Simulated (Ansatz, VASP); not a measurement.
Ag in VASP and in Ansatz

File INCAR:

```
ALGO = Normal
EDIFF = 1E-7
ENCUT = 520
ISIF = 2
ISMEAR = 0
LASPH = True
LCHARG = True
LELF = True
LREAL = False
LVHAR = True
LWAVE = False
NBANDS = 12
NELM = 100
PREC = Accurate
SIGMA = 0.15
```

File KPOINTS:

```
k-points
0
Gamma
  20 20 20
```

Contents of POSCAR:

```
Ag
1.0
    0.0000000000      1.9664837500      2.0431000000
    1.9664837500      0.0000000000      2.0431000000
    1.9664837500      1.9664837500      0.0000000000
Ag
1
Direct
    0.0000000000      0.0000000000      0.0000000000
```

Input for Ansatz:

```yaml
crystal:
  lattice:
    - [0.0, 1.96648375, 2.0431]
    - [1.96648375, 0.0, 2.0431]
    - [1.96648375, 1.96648375, 0.0]
  atoms:
    - { symbol: Ag, position: [0.0, 0.0, 0.0] }
basis:
  ecutwfc: 420
kpoints:
  mp_grid: { grid: [20, 20, 20] }
hamiltonian:
  xc: lda
scf:
  occupations: { method: gaussian, width: 0.15 }
output:
  forces: true
  stress: true
  eigenvalues: true
```

Change from the starting cell: strain -0.0375 x Voigt [1, 1, 0, 0, 0, 0], atoms carried along.

Alike in both runs: task single point; functional LDA; k mesh 20 × 20 × 20; occupations gaussian, width 0.15 eV; no spin polarisation.

```csv
,VASP,Ansatz
version,VASP 6.6.1,Ansatz 0.2.0
potentials or method,"VASP PAW LDA potentials, release 64 (Ag), cutoff 520 eV","scalar-relativistic, plane waves, PAW"
valence electrons in the cell,11,19
```

|  | VASP | Ansatz | Ansatz less VASP |
| --- | --- | --- | --- |
| gap on the k mesh at the Fermi level (eV) | none | none | - |
| pressure (GPa) | 2.2 | 2.0 | -0.14 |
| traceless stress, the component that is largest in VASP (GPa) | -1.38 | -1.38 | 0.000 |

LDA's correlation is that of Perdew and Zunger in VASP and of Perdew and Wang (1992) in Ansatz. A gap of «none» marks a metal or a gap that the smearing closes. VASP's potentials hold 11 valence electrons a cell and Ansatz's 19, so a difference there can come from the potentials and not from the codes.
